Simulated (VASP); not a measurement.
Wanted: the native input for a VASP 6.6.1 run.

```yaml
Task: relaxation of cell and atoms
Functional: PBE
Potentials_or_basis: VASP PAW PBE potentials, release 64 (Cd, Re)
Cutoff: 600 eV
k_mesh: 10 × 10 × 10
Occupations: gaussian, width 0.1 eV
Spin: no spin polarisation
Dipole_correction: no
Further_INCAR_settings: ALGO = Fast; EDIFF = 1e-06; IBRION = 2; EDIFFG = -0.01; NSW = 100; ISIF = 3
```

The structure of CdRe2 lies in POSCAR:

```
CdRe2
1.0
    0.0000000000      3.7396063785      3.7396063785
    3.7396063785      0.0000000000      3.7396063785
    3.7396063785      3.7396063785      0.0000000000
Cd Re
2 4
Direct
    0.5000000000      0.5000000000      0.5000000000
    0.7500000000      0.7500000000      0.7500000000
    0.1250000000      0.1250000000      0.1250000000
    0.6250000000      0.1250000000      0.1250000000
    0.1250000000      0.1250000000      0.6250000000
    0.1250000000      0.6250000000      0.1250000000
```

The cell was generated, and may not be a known phase.

The input as run:

INCAR

```
  PREC = Accurate
  ENCUT = 600
  EDIFF = 1E-6
  ISMEAR = 0
  SIGMA = 0.1
  LREAL = False
  LASPH = True
  NELM = 60
  ALGO = Fast
  ISIF = 3
  LWAVE = False
  LCHARG = False
  GGA = PE
  IBRION = 2
  NSW = 100
  EDIFFG = -0.01
```

KPOINTS

```
Automatic mesh
0
Gamma
  10 10 10
```

Potentials or basis: VASP PAW PBE potentials, release 64 (Cd, Re).

Run with:

```bash
$ cat potpaw_PBE.64/Cd/POTCAR potpaw_PBE.64/Re/POTCAR > POTCAR
$ mpirun -np 1 vasp_std > vasp.out
```

Results of the run:

```yaml
Relaxed_volume: 17.44 Å³/atom
Relaxed_cell: a = 5.290 Å, b = 5.290 Å, c = 5.290 Å, α = 60.00°, β = 60.00°, γ = 60.00°
Space_group_after_relaxing_to_0.1_Å: Fd-3m (No. 227)
Energy_gained_by_relaxing: 0.0 meV/atom
Ionic_steps: 3
Pressure_after_relaxing: 0.0 GPa
Band_gap_on_the_k_mesh: zero (bands 26 and 27 overlap by 1.78 eV)
```

Caveat: spin-orbit coupling is left out, which moves the levels of the heavy elements.

It took 18 min on 1 thread of Intel(R) Xeon(R) Platinum 8259CL CPU @ 2.50GHz (Skylake/Cascade Lake) (shared host), peak memory 0.39 GiB.
